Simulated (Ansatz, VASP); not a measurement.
**HfO2: VASP and Ansatz over several settings**

```
Hf O
1.0
     5.08365    0.00000    0.00000
     0.00000    5.15090    0.00000
    -0.85290    0.00000    5.17887
Hf O
4 8
Direct
  0.27550 0.46030 0.70800
  0.72450 0.96030 0.79200
  0.72450 0.53970 0.29200
  0.27550 0.03970 0.20800
  0.07420 0.16840 0.84670
  0.92580 0.66840 0.65330
  0.92580 0.83160 0.15330
  0.07420 0.33160 0.34670
  0.44870 0.74190 0.98010
  0.55130 0.24190 0.51990
  0.55130 0.25810 0.01990
  0.44870 0.75810 0.48010
```

Single points on this cell with VASP 6.6.1 and Ansatz 0.2.0. Each row is one pair of runs. Alike in all rows: spin: off; k mesh: 5 × 5 × 5; smearing: fermi-dirac, width 0.05 eV; VASP's potentials, cutoff: VASP PAW PBE potentials, release 64 (Hf_pv, O), 520 eV.

| level | Ansatz's potentials, cutoff | gap on the k mesh at the Fermi level (eV), VASP | gap on the k mesh at the Fermi level (eV), Ansatz | least direct gap on the mesh (eV), VASP | least direct gap on the mesh (eV), Ansatz | rms of the force components (eV/Å), VASP | rms of the force components (eV/Å), Ansatz |
| --- | --- | --- | --- | --- | --- | --- | --- |
| BLYP | Ansatz PAW, 420 eV | ? | 4.31 | ? | 4.37 | ? | 0.255 |
| PBE | Ansatz NC, 1240 eV | 4.24 | 4.27 | 4.30 | 4.33 | 0.209 | 0.235 |
| PBE exchange alone | Ansatz PAW, 420 eV | 4.35 | 4.38 | 4.40 | 4.43 | 0.304 | 0.332 |

Problem. Fill in what VASP gave in row 1.

Solution. gap on the k mesh at the Fermi level (eV): 4.28; least direct gap on the mesh (eV): 4.34; rms of the force components (eV/Å): 0.236.

VASP's potentials hold 88 valence electrons a cell and Ansatz's 152, so a difference there can come from the potentials and not from the codes.

Neither program's run includes spin-orbit coupling. Noted on Ansatz's runs: odd divisions of the mesh miss points on the zone boundary, where band edges often lie, so the gap on the mesh can be too wide.
